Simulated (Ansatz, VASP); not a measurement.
**Two plane-wave programs on Cr3BRh**

```
Rh B Cr
1.0
     3.87461    0.00000    0.00000
     0.00000    3.87461    0.00000
     0.00000    0.00000    3.87461
Rh B Cr
1 1 3
Direct
  0.00000 0.00000 0.00000
  0.50000 0.50000 0.50000
  0.50000 0.50000 0.00000
  0.50000 0.00000 0.50000
  0.00000 0.50000 0.50000
```

Alike in both runs: functional PBE; k mesh 6 × 6 × 6; occupations gaussian, width 0.1 eV; no spin polarisation.

Ansatz relaxed the structure, and its values are those at the end. VASP's run is a single point on that final structure, the one shown.

|  | VASP | Ansatz |
| --- | --- | --- |
| version | VASP 6.6.1 | Ansatz 0.2.0 |
| potentials or method | VASP PAW PBE potentials, release 64 (Rh_pv, B, Cr_pv), cutoff 520 eV | scalar-relativistic, plane waves, PAW |
| valence electrons in the cell | 54 | 62 |

|  | VASP | Ansatz | Ansatz less VASP |
| --- | --- | --- | --- |
| gap on the k mesh at the Fermi level (eV) | none | none | - |
| pressure (GPa) | 0.2 | 0.2 | +0.05 |

A gap of «none» marks a metal or a gap that the smearing closes. With one functional, cell and mesh, what is left measures potentials, basis and numerics. VASP's potentials hold 54 valence electrons a cell and Ansatz's 62, so a difference there can come from the potentials and not from the codes.
